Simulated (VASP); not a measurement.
# ZrC (P6_3/mmc) in VASP: further runs

The runs below take ZrC through single point, with PBEsol.

All numbers are computed with VASP 6.6.1; they aren't measurements. Logs are shortened: lines on timing, memory, paths and dates and some standing lists are left out, and cuts for length are marked.

## (1) The cell of the first run

Symmetry: P6_3/mmc, No. 194, hexagonal system. The conventional cell has a = 3.451 Å, b = 3.451 Å, c = 5.382 Å, α = 90.00°, β = 90.00°, γ = 120.00°. Zr (site symmetry -6m2) has 6 C at 2.40 Å within 3.2 Å. C (site symmetry -3m) has 6 Zr at 2.40 Å and 2 C at 2.69 Å within 3.2 Å.

## (2) Single point, PBEsol

File INCAR:

```
ALGO     = Normal         # electronic algorithm
EDIFF    = 1E-6           # SCF threshold, eV
ENCUT    = 520            # plane-wave cutoff, eV
GGA      = PS             # functional
ISIF     = 2              # what is computed and relaxed
ISMEAR   = 1              # smearing method
LASPH    = True           # aspherical terms in the spheres
LCHARG   = True           # write CHGCAR
LELF     = True           # ELF
LREAL    = False          # projectors in reciprocal space
LVHAR    = True         
LWAVE    = False          # write WAVECAR
NBANDS   = 24             # bands
NELM     = 100            # most SCF steps
PREC     = Accurate       # precision mode
SIGMA    = 0.15           # smearing width, eV
```

File KPOINTS:

```
k-points
0
Gamma
  8 8 5
```

File POSCAR:

```
ZrC
1.0
    3.4507277052      0.0000000000      0.0000000000
   -1.7253638526      2.9884184929      0.0000000000
    0.0000000000      0.0000000000      5.3824743118
Zr C
2 2
Direct
    0.3333333333      0.6666666667      0.2500000000
    0.6666666667      0.3333333333      0.7500000000
    0.0000000000      0.0000000000      0.0000000000
    0.0000000000      0.0000000000      0.5000000000
```

Potentials or basis: VASP PAW PBE potentials, release 64 (Zr_sv, C).

Launch:

```bash
$ cat potpaw_PBE.64/Zr_sv/POTCAR potpaw_PBE.64/C/POTCAR > POTCAR
$ mpirun -np 1 vasp_std > vasp.out
```

OUTCAR:

```text
EDIFF = 1E-6
   ENCUT = 520
   GGA = PS
   ISIF = 2
   ISMEAR = 1
   LASPH = True
   LREAL = False
   NELM = 100
   PREC = Accurate

 ion  position               nearest neighbor table
   1  0.333  0.667  0.250-   3 2.40   4 2.40   3 2.40   4 2.40   3 2.40   4 2.40   2 3.35   2 3.35
                             2 3.35   2 3.35   2 3.35   2 3.35
   2  0.667  0.333  0.750-   3 2.40   4 2.40   3 2.40   4 2.40   3 2.40   4 2.40   1 3.35   1 3.35
                             1 3.35   1 3.35   1 3.35   1 3.35
   3  0.000  0.000  0.000-   1 2.40   2 2.40   2 2.40   1 2.40   2 2.40   1 2.40
   4  0.000  0.000  0.500-   1 2.40   2 2.40   2 2.40   1 2.40   2 2.40   1 2.40

  LATTYP: Found a hexagonal cell.
 ALAT       =     3.4507277052
 C/A-ratio  =     1.5598084728

  Lattice vectors:

 A1 = (   3.4507277052,   0.0000000000,   0.0000000000)
 A2 = (  -1.7253638526,   2.9884184929,   0.0000000000)
 A3 = (   0.0000000000,   0.0000000000,   5.3824743118)

Analysis of symmetry for initial positions (statically):
=====================================================================
 Subroutine PRICEL returns:
 Original cell was already a primitive cell.

 Routine SETGRP: Setting up the symmetry group for a
 hexagonal supercell.

 Subroutine GETGRP returns: Found 24 space group operations
 (whereof 12 operations were pure point group operations)
 out of a pool of 24 trial point group operations.

The static configuration has the point symmetry D_3d.
 The point group associated with its full space group is D_6h.

Analysis of symmetry for dynamics (positions and initial velocities):
=====================================================================
 Subroutine PRICEL returns:
 Original cell was already a primitive cell.

 Routine SETGRP: Setting up the symmetry group for a
 hexagonal supercell.

 Subroutine GETGRP returns: Found 24 space group operations
 (whereof 12 operations were pure point group operations)
 out of a pool of 24 trial point group operations.

The dynamic configuration has the point symmetry D_3d.
 The point group associated with its full space group is D_6h.

 Subroutine INISYM returns: Found 24 space group operations
 (whereof 12 operations are pure point group operations),
 and found     1 'primitive' translations

----------------------------------------------------------------------------------------
[... 96 lines left out ...]
   NELM   =    100;   NELMIN=  2; NELMDL= -5     # of ELM steps
   EDIFF  = 0.1E-05   stopping-criterion for ELM
   LREAL  =      F    real-space projection
   EDIFFG = 0.1E-04   stopping-criterion for IOM
   NSW    =      0    number of steps for IOM
   IBRION =     -1    ionic relax: 0-MD 1-quasi-New 2-CG
   NFREE  =      0    steps in history (QN), initial steepest desc. (CG)
   ISIF   =      2    stress and relaxation
   ISYM   =      2    0-nonsym 1-usesym 2-fastsym
   POTIM  = 0.5000    time-step for ionic-motion
   TEBEG  =    0.0;   TEEND  =   0.0 temperature during run
   PSTRESS=    0.0 pullay stress
   NELECT =      32.0000    total number of electrons
   NUPDOWN=      -1.0000    fix difference up-down
   EMIN   =  10.00;   EMAX   =-10.00  energy-range for DOS
   EFERMI =   0.00;   METHOD = LEGACY
   ISMEAR =     1;   SIGMA  =   0.15  broadening in eV -4-tet -1-fermi 0-gaus
   EFERMI_NEDOS =   21; number of points for ismear=-14 and -15
   IALGO  =     38    algorithm
   IMIX   =      4    mixing-type and parameters
     AMIX     =   0.40;   BMIX     =  1.00
     AMIX_MAG =   1.60;   BMIX_MAG =  1.00
  volume/ion in A,a.u.               =      13.88        93.64
  Fermi-wavevector in a.u.,A,eV,Ry     =   1.362532  2.574813 25.259137  1.856494
  Thomas-Fermi vector in A             =   2.489014
   LORBIT       =      0    0 simple, 1 ext, 2 COOP (PROOUT), +10 PAW based schemes
   GGA     = PS    functional components
   LHFCALC =     F    Hartree Fock is set to
   AEXX    =    0.0000 exact exchange contribution
   IVDW    =     0    specifies the selected vdW correction
   LEPSILON=     F    determine dielectric tensor
   LRPA    =     F    only Hartree local field effects (RPA)
 non-spin polarized calculation
 Methfessel and Paxton  Order N= 1 SIGMA  =   0.15
  energy-cutoff  :      520.00
  volume of cell :       55.51
 maximum number of plane-waves:      1512
 NGX is ok and might be reduce to    28
   NGX = 13   NGY = 13   NGZ = 21

 number of electron      32.0000000 magnetization

 Free energy of the ion-electron system (eV)
  ---------------------------------------------------
  ext. energy  EPLUGINS =         0.00000000
  ---------------------------------------------------
  free energy    TOTEN  =       -40.23087796 eV

  energy without entropy =      -40.22841148  energy(sigma->0) =      -40.23005580

 E-fermi :   9.0058     XC(G=0): -11.9533

 val. band max:        8.9900473081   @ k =   0.0000   0.0000   0.2000
 cond. band min:       9.2954245222   @ k =   0.1250   0.0000   0.0000
 fundamental gap:      0.3053772140
 Fermi energy:         9.0058395821

 k-point     1 :       0.0000    0.0000    0.0000
  band No.  band energies     occupation
      1     -39.3837      2.00000
      2     -39.2933      2.00000
      3     -17.8558      2.00000
      4     -17.2778      2.00000
      5     -17.2778      2.00000
      6     -17.1930      2.00000
[... 637 lines left out ...]
     23      14.9315      0.00000
     24      15.2570      0.00000

 [... further k-points ...]

------------------------ aborting loop because EDIFF is reached ----------------------------------------

  FORCE on cell =-STRESS in cart. coord.  units (eV):
  Direction    XX          YY          ZZ          XY          YZ          ZX
  --------------------------------------------------------------------------------------
  -------------------------------------------------------------------------------------
  Total       -6.1226424     -6.1226450     -5.2927790      0.0000000     -0.0000000      0.0000000
  in kB     -176.7320868   -176.7321624   -152.7778056      0.0000000     -0.0000000      0.0000000
  external PRESSURE =    -168.7473516 kB  Pullay stress =       0.0000000 kB

 VOLUME and BASIS-vectors are now :
 -----------------------------------------------------------------------------
  energy-cutoff  :      520.00
  volume of cell :       55.51
      direct lattice vectors                 reciprocal lattice vectors
     3.450727705  0.000000000  0.000000000     0.289793947  0.167312577  0.000000000
    -1.725363853  2.988418493  0.000000000     0.000000000  0.334625155  0.000000000
     0.000000000  0.000000000  5.382474312     0.000000000  0.000000000  0.185788160

 POSITION                                       TOTAL-FORCE (eV/Angst)
 -----------------------------------------------------------------------------------
     -0.00000      1.99228      1.34562        -0.000000      0.000000      0.000000
      1.72536      0.99614      4.03686         0.000000     -0.000000      0.000000
      0.00000      0.00000      0.00000         0.000000     -0.000000      0.000000
      0.00000      0.00000      2.69124         0.000000     -0.000000      0.000000
 -----------------------------------------------------------------------------------
    total drift:                               -0.000000      0.000000     -0.000000

  FREE ENERGIE OF THE ION-ELECTRON SYSTEM (eV)
  ---------------------------------------------------
  free  energy   TOTEN  =       -40.2308779586 eV

  energy  without entropy=      -40.2284114837  energy(sigma->0) =      -40.23005580
```

OSZICAR:

```text
N       E                     dE             d eps       ncg     rms          rms(c)
DAV:   1     0.246901773206E+03    0.24690E+03   -0.17037E+04  1440   0.134E+03
DAV:   2    -0.258475274666E+02   -0.27275E+03   -0.25881E+03  1760   0.369E+02
DAV:   3    -0.458752539439E+02   -0.20028E+02   -0.19832E+02  2624   0.801E+01
DAV:   4    -0.465259047054E+02   -0.65065E+00   -0.65030E+00  1752   0.138E+01
DAV:   5    -0.465505301719E+02   -0.24625E-01   -0.24625E-01  2272   0.195E+00    0.262E+01
DAV:   6    -0.408516619656E+02    0.56989E+01   -0.33899E+01  1728   0.278E+01    0.105E+01
DAV:   7    -0.402894079760E+02    0.56225E+00   -0.30750E+00  2016   0.848E+00    0.742E+00
DAV:   8    -0.402846102135E+02    0.47978E-02   -0.76478E-01  1728   0.426E+00    0.179E+00
DAV:   9    -0.402319804804E+02    0.52630E-01   -0.26648E-01  1920   0.192E+00    0.602E-01
DAV:  10    -0.402316633519E+02    0.31713E-03   -0.12496E-02  1864   0.734E-01    0.295E-01
DAV:  11    -0.402308905647E+02    0.77279E-03   -0.27840E-03  1976   0.251E-01    0.593E-02
DAV:  12    -0.402308772938E+02    0.13271E-04   -0.13420E-04  1848   0.626E-02    0.115E-02
DAV:  13    -0.402308779586E+02   -0.66484E-06   -0.68079E-06  1624   0.162E-02
   1 F= -.40230878E+02 E0= -.40230056E+02  d E =-.246647E-02
```

It took 2.1 min on 1 thread of AMD EPYC, shared host; peak memory 0.16 GiB.

Results:

```
Free energy            : -40.2309 eV
Pressure               : -16.9 GPa
Band gap on the k mesh : zero (bands 16 and 17 overlap by 1.01 eV)
```

Caveat: the cell stands under tension; the PAW data sets were made with another functional, which shifts forces and pressure a little.

## (3) Single point, PBEsol

This run uses another cell than the first one, of 14.23 Å³/atom.

File INCAR:

```
SYSTEM = ZrC
ALGO     = Normal         ! electronic algorithm
EDIFF    = 1E-6           ! SCF threshold, eV
ENCUT    = 520            ! plane-wave cutoff, eV
GGA      = PS             ! functional
ISIF     = 2              ! what is computed and relaxed
ISMEAR   = 1              ! smearing method
LASPH    = .True.         ! aspherical terms in the spheres
LCHARG   = .False.        ! write CHGCAR
LREAL    = .False.        ! projectors in reciprocal space
LWAVE    = .False.        ! write WAVECAR
NBANDS   = 24             ! bands
NELM     = 100            ! most SCF steps
PREC     = Accurate       ! precision mode
SIGMA    = 0.15           ! smearing width, eV
```

File KPOINTS:

```
k-points
0
Gamma
  8 8 5
  0 0 0
```

File POSCAR:

```
ZrC
1.0
    3.4796054302      0.0000000000      0.0000000000
   -1.7398027151      3.0134273417      0.0000000000
    0.0000000000      0.0000000000      5.4275180320
Zr C
2 2
Direct
    0.3333333333      0.6666666667      0.2500000000
    0.6666666667      0.3333333333      0.7500000000
    0.0000000000      0.0000000000      0.0000000000
    0.0000000000      0.0000000000      0.5000000000
```

Potentials or basis: VASP PAW PBE potentials, release 64 (Zr_sv, C).

Launch:

```bash
$ cat potpaw_PBE.64/Zr_sv/POTCAR potpaw_PBE.64/C/POTCAR > POTCAR
$ mpirun -np 1 vasp_std > vasp.out
```

Run time: 2 min. Hardware: 1 thread of AMD EPYC, shared host; peak memory 0.16 GiB.

It converged, with:

- Free energy: -40.0666 eV
- Pressure: -20.7 GPa
- Band gap on the k mesh: zero (bands 16 and 17 overlap by 0.99 eV)

Stress tensor (GPa, compression positive):
```
-21.51   0.00   0.00
  0.00 -21.51   0.00
  0.00   0.00 -18.94
```

Levels at points of the mesh, in eV from the Fermi level:
```csv
k point,band 12,band 13,band 14,band 15,band 16,band 17,band 18,band 19,band 20,band 21
"(0.00, 0.00, 0.00)",-2.58,-2.58,-0.96,-0.96,0.91,1.19,1.19,1.54,1.54,2.23
"(0.50, 0.00, 0.00)",-3.35,-2.92,-2.72,-1.37,-0.79,1.40,3.74,3.85,3.90,4.28
```

Caveat: the cell stands under tension; the PAW data sets were made with another functional, which shifts forces and pressure a little.
